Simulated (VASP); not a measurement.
## YAlC6N6: single point with PBE

YAlC6N6:

```xyz
14
Lattice="0.0000 5.6543 5.6543 5.6543 0.0000 5.6543 5.6543 5.6543 0.0000" Properties=species:S:1:pos:R:3 pbc="T T T"
Y     0.0000    0.0000    0.0000
Al    5.6543    5.6543    5.6543
C     2.5125    5.6543    5.6543
C     5.6543    2.5125    5.6543
C     5.6543    5.6543    2.5125
C     8.7961    5.6543    5.6543
C     5.6543    8.7961    5.6543
C     5.6543    5.6543    8.7961
N     3.6770    5.6543    5.6543
N     5.6543    3.6770    5.6543
N     5.6543    5.6543    3.6770
N     7.6316    5.6543    5.6543
N     5.6543    7.6316    5.6543
N     5.6543    5.6543    7.6316
```

```yaml
Program: VASP 6.6.1
Task: single point
Functional: PBE
Potentials_or_basis: VASP PAW PBE potentials, release 64 (Y_sv, Al, C, N)
Cutoff: 520 eV
k_mesh: 4 × 4 × 4
Occupations: gaussian, width 0.02 eV
Spin: no spin polarisation
```

```json
{
 "Pressure": "0.3 GPa",
 "Largest force": "0.435 eV/Å",
 "Band gap on the k mesh": "4.49 eV"
}
```

Forces in eV/Å, atoms in the order of the input:
```
Y    0.000  0.000  0.000
Al   0.000  0.000  0.000
C   -0.425  0.000  0.000
C    0.000 -0.425  0.000
C    0.000  0.000 -0.425
C    0.425  0.000  0.000
C    0.000  0.425  0.000
C    0.000  0.000  0.425
N    0.435  0.000  0.000
N    0.000  0.435  0.000
N    0.000  0.000  0.435
N   -0.435  0.000  0.000
N    0.000 -0.435  0.000
N    0.000  0.000 -0.435
```

Levels at points of the mesh, in eV from the valence-band top:
| k point | band 30 | band 31 | band 32 | band 33 | band 34 | band 35 | band 36 | band 37 | band 38 | band 39 |
| --- | --- | --- | --- | --- | --- | --- | --- | --- | --- | --- |
| (0.00, 0.00, 0.00) | -0.43 | -0.43 | -0.26 | -0.26 | -0.26 | 4.49 | 4.49 | 4.49 | 6.90 | 6.90 |
| (0.50, 0.00, 0.00) | -0.47 | -0.47 | -0.34 | -0.02 | -0.02 | 4.81 | 4.92 | 4.92 | 6.22 | 6.55 |
| (0.50, 0.50, 0.00) | -0.56 | -0.26 | -0.15 | -0.15 | 0.00 | 4.49 | 5.14 | 5.14 | 6.68 | 7.15 |

It took 2.9 min on 1 thread of AMD EPYC 9R45 96-Core Processor (Zen 5), on a shared host, peak memory 0.54 GiB.

A k mesh can miss the band edges.
